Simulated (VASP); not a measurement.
Wanted: the native input for a VASP 6.6.1 run.

```yaml
Task: single point
Functional: PBE
Potentials_or_basis: VASP PAW PBE potentials, release 64 (W_sv, S)
Cutoff: 520 eV
k_mesh: 10 × 10 × 10
Occupations: fermi-dirac, width 0.05 eV
Spin: no spin polarisation
Dipole_correction: no
Further_INCAR_settings: ALGO = Normal; EDIFF = 1e-06; NBANDS = 20
```

The structure of WS2 (Tungstenite) lies in POSCAR:

```
WS2
1.0
    1.5684023653      0.9055175278      6.1219674337
   -1.5684023653      0.9055175278      6.1219674337
    0.0000000000     -1.8110350555      6.1219674337
W S
1 2
Direct
    0.0000000000      0.0000000000      0.0000000000
    0.5810000000      0.5810000000      0.5810000000
    0.7503000000      0.7503000000      0.7503000000
```

This cell differs from its parent crystal: volume scaled by 0.98.

These files were run (other wordings do the same):

INCAR

```
SYSTEM = WS2
ALGO     = Normal         ! electronic algorithm
EDIFF    = 1E-6           ! SCF threshold, eV
ENCUT    = 520            ! plane-wave cutoff, eV
GGA      = PE             ! functional
ISIF     = 2              ! what is computed and relaxed
ISMEAR   = -1             ! smearing method
LASPH    = .TRUE.         ! aspherical terms in the spheres
LCHARG   = .FALSE.        ! write CHGCAR
LREAL    = .FALSE.        ! projectors in reciprocal space
LWAVE    = .FALSE.        ! write WAVECAR
NBANDS   = 20             ! bands
NELM     = 100            ! most SCF steps
PREC     = Accurate       ! precision mode
SIGMA    = 0.05           ! smearing width, eV
```

KPOINTS

```
k-points
0
G
  10 10 10
  0 0 0
```

Potentials or basis: VASP PAW PBE potentials, release 64 (W_sv, S).

The run is started by

```bash
$ cat potpaw_PBE.64/W_sv/POTCAR potpaw_PBE.64/S/POTCAR > POTCAR
$ mpirun -np 1 vasp_std > vasp.out
```

Results of the run:

```yaml
Pressure: 8.3 GPa
Largest_force: 0.898 eV/Å
Band_gap_on_the_k_mesh: 1.06 eV, indirect (least direct gap 2.30 eV)
```

Caveat: spin-orbit coupling is left out, which moves the levels of the heavy elements.

It took 2.4 min on 1 thread of Intel(R) Xeon(R) 6975P-C (Granite Rapids), on a shared host, peak memory 0.37 GiB.
